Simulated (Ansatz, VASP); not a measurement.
**One calculation of CdP2C, two programs**

```xyz
4
Lattice="3.3376 0.0000 0.0000 0.0000 3.3376 0.0000 0.0000 0.0000 6.0310" Properties=species:S:1:pos:R:3 pbc="T T T"
Cd    0.0000    0.0000    0.0000
P     0.0000    1.6688    1.9694
P     1.6688    0.0000    4.0616
C     1.6688    1.6688    3.0155
```

Alike in both runs: task single point; functional r2SCAN; k mesh 6 × 6 × 4; occupations fermi-dirac, width 0.02 eV; no spin polarisation.

|  | VASP | Ansatz |
| --- | --- | --- |
| version | VASP 6.6.1 | Ansatz 0.2.0 |
| potentials or method | VASP PAW PBE potentials, release 64 (Cd, P, C) | plane waves, PAW |
| plane-wave cutoff (eV) | 520 | 500 |
| valence electrons in the cell | 26 | 34 |

|  | VASP | Ansatz | Ansatz less VASP |
| --- | --- | --- | --- |
| pressure (GPa) | -2.6 | -2.6 | -0.02 |
| rms of the force components (eV/Å) | 0.094 | 0.071 | -0.0232 |

VASP's potentials were made for PBE, not for r2SCAN. VASP's potentials hold 26 valence electrons a cell and Ansatz's 34, so a difference there can come from the potentials and not from the codes.
